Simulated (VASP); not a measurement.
# P (Fd-3m) in VASP: notebook

Runs on P. Level: LDA. Tasks: single point.

Program: VASP 6.6.1. These are calculated values, not measurements. Logs are shortened: lines on timing, memory, paths and dates and some standing lists are left out, and cuts for length are marked.

## Step 1: The cell of the first run

Symmetry: Fd-3m, No. 227, cubic system. The conventional cell has a = 4.513 Å, b = 4.513 Å, c = 4.513 Å, α = 90.00°, β = 90.00°, γ = 90.00°. P (site symmetry -43m) has 4 P at 1.95 Å within 2.6 Å.

## Step 2: Single point, LDA (volume scaled by 0.6)

Contents of INCAR:

```
SYSTEM = P
  PREC = Accurate
  ENCUT = 520
  EDIFF = 1E-6
  ISMEAR = -1
  SIGMA = 0.1
  LREAL = .FALSE.
  LASPH = .TRUE.
  NELM = 100
  ALGO = Normal
  ISIF = 2
  LWAVE = .FALSE.
  LCHARG = .FALSE.
  GGA = CA
  NBANDS = 12
```

Contents of KPOINTS:

```
regular mesh
0
G
  12 12 12
  0 0 0
```

Contents of POSCAR:

```
P
1.0
    0.0000000000      2.2566960170      2.2566960170
    2.2566960170      0.0000000000      2.2566960170
    2.2566960170      2.2566960170      0.0000000000
P
2
Direct
   -0.1250000000     -0.1250000000     -0.1250000000
    0.1250000000      0.1250000000      0.1250000000
```

Potentials or basis: VASP PAW LDA potentials, release 64 (P).

Run with:

```console
$ cat potpaw_LDA.64/P/POTCAR > POTCAR
$ mpirun -np 1 vasp_std > vasp.out
```

OUTCAR:

```text
SYSTEM = P
   PREC = Accurate
   ENCUT = 520
   EDIFF = 1E-6
   ISMEAR = -1
   LREAL = .FALSE.
   LASPH = .TRUE.
   NELM = 100
   ISIF = 2
   GGA = CA

 ion  position               nearest neighbor table
   1  0.875  0.875  0.875-   2 1.95   2 1.95   2 1.95   2 1.95
   2  0.125  0.125  0.125-   1 1.95   1 1.95   1 1.95   1 1.95

  LATTYP: Found a face centered cubic cell.
 ALAT       =     4.5133920340

  Lattice vectors:

 A1 = (   0.0000000000,   2.2566960170,   2.2566960170)
 A2 = (   2.2566960170,   0.0000000000,   2.2566960170)
 A3 = (   2.2566960170,   2.2566960170,   0.0000000000)

Analysis of symmetry for initial positions (statically):
=====================================================================
 Subroutine PRICEL returns:
 Original cell was already a primitive cell.

 Routine SETGRP: Setting up the symmetry group for a
 face centered cubic supercell.

 Subroutine GETGRP returns: Found 48 space group operations
 (whereof 12 operations were pure point group operations)
 out of a pool of 48 trial point group operations.

The static configuration has the point symmetry D_3d.
 The point group associated with its full space group is O_h .

Analysis of symmetry for dynamics (positions and initial velocities):
=====================================================================
 Subroutine PRICEL returns:
 Original cell was already a primitive cell.

 Routine SETGRP: Setting up the symmetry group for a
 face centered cubic supercell.

 Subroutine GETGRP returns: Found 48 space group operations
 (whereof 12 operations were pure point group operations)
 out of a pool of 48 trial point group operations.

The dynamic configuration has the point symmetry D_3d.
 The point group associated with its full space group is O_h .

 Subroutine INISYM returns: Found 48 space group operations
 (whereof 12 operations are pure point group operations),
 and found     1 'primitive' translations

----------------------------------------------------------------------------------------

                                     Primitive cell

  volume of cell :      22.9852

  direct lattice vectors                    reciprocal lattice vectors
     0.000000000  2.256696017  2.256696017    -0.221562850  0.221562850  0.221562850
     2.256696017  0.000000000  2.256696017     0.221562850 -0.221562850  0.221562850
     2.256696017  2.256696017  0.000000000     0.221562850  0.221562850 -0.221562850

  length of vectors
     3.191450113  3.191450113  3.191450113     0.383758112  0.383758112  0.383758112

  position of ions in fractional coordinates (direct lattice)
     0.875000000  0.875000000  0.875000000
     0.125000000  0.125000000  0.125000000

  ion indices of the primitive-cell ions
   primitive index   ion index
                 1           1
                 2           2

----------------------------------------------------------------------------------------

 KPOINTS: regular mesh

Automatic generation of k-mesh.
 Grid dimensions read from file:
 generate k-points for:   12   12   12

 Generating k-lattice:

  Cartesian coordinates                     Fractional coordinates (reciprocal lattice)
    -0.018463571  0.018463571  0.018463571     0.083333333  0.000000000  0.000000000
     0.018463571 -0.018463571  0.018463571     0.000000000  0.083333333  0.000000000
     0.018463571  0.018463571 -0.018463571     0.000000000  0.000000000  0.083333333

  Length of vectors
     0.031979843  0.031979843  0.031979843

  Shift w.r.t. Gamma in fractional coordinates (k-lattice)
     0.000000000  0.000000000  0.000000000

 Subroutine IBZKPT returns following result:
 ===========================================

 Found     72 irreducible k-points:

 Following reciprocal coordinates:
            Coordinates               Weight
  0.000000  0.000000  0.000000      1.000000
  0.083333  0.000000  0.000000      8.000000
  0.166667  0.000000  0.000000      8.000000
  0.250000  0.000000  0.000000      8.000000
  0.333333  0.000000  0.000000      8.000000
  0.416667  0.000000  0.000000      8.000000
[... 16 lines left out ...]
  0.500000  0.166667  0.000000     24.000000
 -0.416667  0.166667  0.000000     24.000000
 [... further k-points ...]
   k-points           NKPTS =     72   k-points in BZ     NKDIM =     72   number of bands    NBANDS=     12
   number of dos      NEDOS =    301   number of ions     NIONS =      2
   total plane-waves  NPLWV =  13824
   dimension x,y,z NGX =    24 NGY =   24 NGZ =   24
   dimension x,y,z NGXF=    48 NGYF=   48 NGZF=   48
   ions per type =               2
   NGX,Y,Z   is equivalent  to a cutoff of  12.50, 12.50, 12.50 a.u.
   NGXF,Y,Z  is equivalent  to a cutoff of  25.00, 25.00, 25.00 a.u.
 SYSTEM =  P
   PREC   = accura    normal or accurate (medium, high low for compatibility)
   ISTART =      0    job   : 0-new  1-cont  2-samecut
   ICHARG =      2    charge: 1-file 2-atom 10-const
   ISPIN  =      1    spin polarized calculation?
   LNONCOLLINEAR =      F non collinear calculations
   LSORBIT =      F    spin-orbit coupling
   LASPH  =      T    aspherical Exc in radial PAW
   ENCUT  =  520.0 eV  38.22 Ry    6.18 a.u.   5.93  5.93  5.93*2*pi/ulx,y,z
   NELM   =    100;   NELMIN=  2; NELMDL= -5     # of ELM steps
   EDIFF  = 0.1E-05   stopping-criterion for ELM
   LREAL  =      F    real-space projection
   EDIFFG = 0.1E-04   stopping-criterion for IOM
   NSW    =      0    number of steps for IOM
   IBRION =     -1    ionic relax: 0-MD 1-quasi-New 2-CG
   NFREE  =      0    steps in history (QN), initial steepest desc. (CG)
   ISIF   =      2    stress and relaxation
   ISYM   =      2    0-nonsym 1-usesym 2-fastsym
   POTIM  = 0.5000    time-step for ionic-motion
   TEBEG  =    0.0;   TEEND  =   0.0 temperature during run
   PSTRESS=    0.0 pullay stress
   NELECT =      10.0000    total number of electrons
   NUPDOWN=      -1.0000    fix difference up-down
   EMIN   =  10.00;   EMAX   =-10.00  energy-range for DOS
   EFERMI =   0.00;   METHOD = LEGACY
   ISMEAR =    -1;   SIGMA  =   0.10  broadening in eV -4-tet -1-fermi 0-gaus
   EFERMI_NEDOS =   21; number of points for ismear=-14 and -15
   IALGO  =     38    algorithm
   IMIX   =      4    mixing-type and parameters
     AMIX     =   0.40;   BMIX     =  1.00
     AMIX_MAG =   1.60;   BMIX_MAG =  1.00
  volume/ion in A,a.u.               =      11.49        77.56
  Fermi-wavevector in a.u.,A,eV,Ry     =   1.240486  2.344178 20.936711  1.538805
  Thomas-Fermi vector in A             =   2.374924
   LORBIT       =      0    0 simple, 1 ext, 2 COOP (PROOUT), +10 PAW based schemes
   GGA     = CA    functional components
   LHFCALC =     F    Hartree Fock is set to
   AEXX    =    0.0000 exact exchange contribution
   IVDW    =     0    specifies the selected vdW correction
   LEPSILON=     F    determine dielectric tensor
   LRPA    =     F    only Hartree local field effects (RPA)
 non-spin polarized calculation
  energy-cutoff  :      520.00
  volume of cell :       22.99
 maximum number of plane-waves:       636
   NGX = 11   NGY = 11   NGZ = 11

 number of electron      10.0000002 magnetization

 Free energy of the ion-electron system (eV)
  ---------------------------------------------------
  ext. energy  EPLUGINS =         0.00000000
  ---------------------------------------------------
  free energy    TOTEN  =        -8.56434228 eV

  energy without entropy =       -8.52479037  energy(sigma->0) =       -8.54456632

 E-fermi :  13.6977     XC(G=0): -12.2343

 val. band max:       13.5815569420   @ k =   0.5000   0.3333   0.1667
 cond. band min:      13.7111842157   @ k =   0.5000   0.3333   0.0833
 fundamental gap:      0.1296272737
 Fermi energy:        13.6976869757

 k-point     1 :       0.0000    0.0000    0.0000
  band No.  band energies     occupation
      1      -6.8247      2.00000
      2       9.3707      2.00000
      3       9.3707      2.00000
      4       9.3707      2.00000
      5      13.1450      1.99208
      6      13.1450      1.99208
      7      13.1450      1.99208
      8      17.2105      0.00000
      9      19.7967      0.00000
     10      19.7967      0.00000
     11      21.6608      0.00000
     12      25.4785      0.00000

 k-point     2 :       0.0833    0.0000    0.0000
  band No.  band energies     occupation
      1      -6.6928      2.00000
      2       8.3694      2.00000
      3       9.1814      2.00000
      4       9.1814      2.00000
      5      13.4170      1.88606
      6      13.4358      1.86408
      7      13.4358      1.86408
      8      17.7356      0.00000
      9      19.4548      0.00000
     10      19.4548      0.00000
     11      22.1588      0.00000
     12      25.0973      0.00000

 k-point     3 :       0.1667    0.0000    0.0000
  band No.  band energies     occupation
      1      -6.3004      2.00000
      2       6.4012      2.00000
      3       8.7734      2.00000
      4       8.7734      2.00000
      5      13.4867      1.78374
      6      14.0333      0.06741
      7      14.0333      0.06741
      8      18.9812      0.00000
      9      18.9812      0.00000
     10      19.0929      0.00000
     11      23.0122      0.00000
     12      24.9602      0.00000
[... 286 lines left out ...]
 k-point    23 :       0.5000    0.1667    0.0000
  band No.  band energies     occupation
      1      -3.1356      2.00000
      2       0.5518      2.00000
      3       5.7254      2.00000
      4       6.9494      2.00000
      5      12.5621      1.99998
      6      15.6363      0.00000
      7      15.8562      0.00000
      8      18.6956      0.00000
      9      22.8845      0.00000
     10      23.7973      0.00000
     11      26.1346      0.00000
     12      26.5546      0.00000

 k-point    24 :      -0.4167    0.1667    0.0000
  band No.  band energies     occupation
      1      -2.9474      2.00000
      2       0.2992      2.00000
      3       5.4077      2.00000
      4       7.2113      2.00000
      5      12.8286      1.99966
      6      15.5462      0.00000
      7      15.5549      0.00000
      8      20.8459      0.00000
      9      21.5282      0.00000
     10      21.8147      0.00000
     11      25.6905      0.00000
     12      28.4116      0.00000

 [... further k-points ...]

------------------------ aborting loop because EDIFF is reached ----------------------------------------

  FORCE on cell =-STRESS in cart. coord.  units (eV):
  Direction    XX          YY          ZZ          XY          YZ          ZX
  --------------------------------------------------------------------------------------
  -------------------------------------------------------------------------------------
  Total       12.6161346     12.6161346     12.6161346     -0.0000000     -0.0000000      0.0000000
  in kB      879.4025357    879.4025357    879.4025357     -0.0000000     -0.0000000      0.0000000
  external PRESSURE =     879.4025357 kB  Pullay stress =       0.0000000 kB

 VOLUME and BASIS-vectors are now :
 -----------------------------------------------------------------------------
  energy-cutoff  :      520.00
  volume of cell :       22.99
      direct lattice vectors                 reciprocal lattice vectors
     0.000000000  2.256696017  2.256696017    -0.221562850  0.221562850  0.221562850
     2.256696017  0.000000000  2.256696017     0.221562850 -0.221562850  0.221562850
     2.256696017  2.256696017  0.000000000     0.221562850  0.221562850 -0.221562850

 POSITION                                       TOTAL-FORCE (eV/Angst)
 -----------------------------------------------------------------------------------
      3.94922      3.94922      3.94922         0.000000      0.000000      0.000000
      0.56417      0.56417      0.56417        -0.000000     -0.000000     -0.000000
 -----------------------------------------------------------------------------------
    total drift:                                0.000000      0.000000      0.000000

  FREE ENERGIE OF THE ION-ELECTRON SYSTEM (eV)
  ---------------------------------------------------
  free  energy   TOTEN  =        -8.5643422769 eV

  energy  without entropy=       -8.5247903655  energy(sigma->0) =       -8.54456632
```

Wall time 7.5 s (1 thread of Intel Xeon Platinum 8488C (Sapphire Rapids), shared host); peak memory 0.12 GiB.

Results:

```yaml
Free_energy: -8.5643 eV
Pressure: 87.9 GPa
Band_gap_on_the_k_mesh: zero (band 5 reaches 15.22 eV, above the bottom of band 6 at 10.55 eV)
```

## Step 3: Single point, LDA (volume scaled by 0.68)

Contents of INCAR:

```
SYSTEM = P
ALGO = Normal
EDIFF = 1E-7
ENCUT = 520
ISIF = 2
ISMEAR = -1
LASPH = .True.
LCHARG = .True.
LELF = .True.
LREAL = .False.
LVHAR = .True.
LWAVE = .False.
NBANDS = 12
NELM = 80
PREC = Accurate
SIGMA = 0.1
```

Contents of KPOINTS:

```
k-points
0
Gamma
  12 12 12
  0 0 0
```

Contents of POSCAR:

```
P
1.0
    0.0000000000      2.3528393947      2.3528393947
    2.3528393947      0.0000000000      2.3528393947
    2.3528393947      2.3528393947      0.0000000000
P
2
Direct
   -0.1250000000     -0.1250000000     -0.1250000000
    0.1250000000      0.1250000000      0.1250000000
```

Potentials or basis: VASP PAW LDA potentials, release 64 (P).

Run with:

```console
$ cat potpaw_LDA.64/P/POTCAR > POTCAR
$ mpirun -np 1 vasp_std > vasp.out
```

Wall time 15 s (1 thread of Intel Xeon Platinum 8488C (Sapphire Rapids), shared host); peak memory 0.14 GiB.

Results (log left out):

```
Free energy            : -9.8176 eV
Pressure               : 46.8 GPa
Band gap on the k mesh : zero (band 5 reaches 13.48 eV, above the bottom of band 6 at 9.10 eV)
```

Levels at points of the mesh, in eV from the Fermi level:
| k point | band 3 | band 4 | band 5 | band 6 | band 7 | band 8 |
| --- | --- | --- | --- | --- | --- | --- |
| (0.00, 0.00, 0.00) | -4.20 | -4.20 | -0.52 | -0.52 | -0.52 | 1.51 |
| (0.50, 0.00, 0.00) | -5.68 | -5.68 | -1.40 | 0.53 | 0.53 | 6.61 |
| (0.50, 0.50, 0.00) | -7.73 | -7.73 | -2.71 | -2.71 | 9.24 | 9.24 |

## Step 4: Single point, LDA (volume scaled by 0.68)

Contents of INCAR:

```
  PREC = Accurate
  ENCUT = 520
  EDIFF = 1E-7
  ISMEAR = -1
  SIGMA = 0.1
  LREAL = False
  LASPH = True
  NELM = 100
  ALGO = Normal
  ISIF = 2
  LWAVE = False
  LCHARG = False
  NBANDS = 12
```

Contents of KPOINTS:

```
Automatic mesh
0
Gamma
  12 12 12
```

POSCAR is that of step 3.

Run with:

```console
$ cat potpaw_LDA.64/P/POTCAR > POTCAR
$ mpirun -np 1 vasp_std > vasp.out
```

Wall time 14 s (1 thread of Intel Xeon Platinum 8488C (Sapphire Rapids), shared host); peak memory 0.14 GiB.

The run converged. Its results:

```yaml
Free_energy: -9.8176 eV
Pressure: 46.8 GPa
Band_gap_on_the_k_mesh: zero (band 5 reaches 13.48 eV, above the bottom of band 6 at 9.10 eV)
```

Levels at points of the mesh, in eV from the Fermi level:
```tsv
k point	band 2	band 3	band 4	band 5	band 6	band 7	band 8	band 9
(0.00, 0.00, 0.00)	-4.20	-4.20	-4.20	-0.52	-0.52	-0.52	1.51	6.17
(0.50, 0.00, 0.00)	-12.88	-5.68	-5.68	-1.40	0.53	0.53	6.61	9.76
(0.50, 0.50, 0.00)	-13.89	-7.73	-7.73	-2.71	-2.71	9.24	9.24	10.16
```

## Step 5: Single point, LDA (volume scaled by 0.76)

Contents of INCAR:

```
SYSTEM = P
ALGO = Normal ; EDIFF = 1E-6
ENCUT = 520 ; GGA = CA
ISIF = 2 ; ISMEAR = -1
LASPH = .True. ; LCHARG = .True.
LELF = .True. ; LREAL = .False.
LVHAR = .True. ; LWAVE = .False.
NBANDS = 12 ; NELM = 100
PREC = Accurate ; SIGMA = 0.1
```

Contents of KPOINTS:

```
k-points
0
Gamma
  12 12 12
  0 0 0
```

Contents of POSCAR:

```
P
1.0
    0.0000000000      2.4417086572      2.4417086572
    2.4417086572      0.0000000000      2.4417086572
    2.4417086572      2.4417086572      0.0000000000
P
2
Direct
   -0.1250000000     -0.1250000000     -0.1250000000
    0.1250000000      0.1250000000      0.1250000000
```

Run with:

```console
$ cat potpaw_LDA.64/P/POTCAR > POTCAR
$ mpirun -np 1 vasp_std > vasp.out
```

Run time: 13 s. Hardware: 1 thread of Intel Xeon Platinum 8488C (Sapphire Rapids), shared host; peak memory 0.14 GiB.

It converged, with:

* Free energy: -10.4719 eV
* Pressure: 23.8 GPa
* Band gap on the k mesh: zero (band 5 reaches 12.07 eV, above the bottom of band 6 at 7.90 eV)

Levels at points of the mesh, in eV from the Fermi level:
```csv
k point,band 2,band 3,band 4,band 5,band 6,band 7,band 8,band 9
"(0.00, 0.00, 0.00)",-4.03,-4.03,-4.03,-0.45,-0.45,-0.45,-0.05,6.26
"(0.50, 0.00, 0.00)",-12.11,-5.39,-5.39,-1.79,0.70,0.70,6.43,9.56
"(0.50, 0.50, 0.00)",-13.31,-7.22,-7.22,-2.35,-2.35,8.15,8.15,9.90
```

(Part 1 of 2 ends here.)
